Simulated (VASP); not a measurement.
Runs of VASP 6.6.1 on HfO2. The structure is that of space group I4/mmm (No. 139), or close to it. The cells are those of the table. 

```csv
cell,gap on the mesh (eV),pressure (GPa)
"a = 3.581, b = 3.581, c = 3.756 Å, angles 58.4, 58.4, 63.2°, 3 atoms",2.93,-14.3
"a = 3.535, b = 3.535, c = 3.666 Å, angles 58.8, 58.8, 62.5°, 3 atoms",3.36,-3.1
"a = 3.624, b = 3.624, c = 3.756 Å, angles 58.8, 58.8, 62.4°, 3 atoms",(a),-19.8
"a = 3.624, b = 3.624, c = 3.487 Å, angles 61.2, 61.2, 57.5°, 3 atoms",3.43,-3.2
"a = 3.578, b = 3.578, c = 3.666 Å, angles 59.2, 59.2, 61.6°, 3 atoms",(c),(b)
```

Alike in all rows: task single point; level r2SCAN; potentials or basis VASP PAW PBE potentials, release 64 (Hf_pv, O); no spin polarisation; k mesh 8 × 8 × 8; cutoff (eV) 520; smearing gaussian 0.05 eV.

Estimate the missing entries.

(a) 3.27; (b) -9.7; (c) 3.70.

Caveats: the PAW data sets were made with another functional, which shifts forces and pressure a little; spin-orbit coupling is left out, which moves the levels of the heavy elements; the stress differs along the axes, from -30 to 17 GPa (at least some runs); the stress differs along the axes, from -16 to 22 GPa (at least some runs); the stress differs along the axes, from -31 to 3 GPa (at least some runs); the stress differs along the axes, from -28 to 9 GPa (at least some runs); the stress differs along the axes, from -18 to 6 GPa (at least some runs).

A k mesh can miss the band edges, and the runs leave out spin-orbit coupling on Hf.
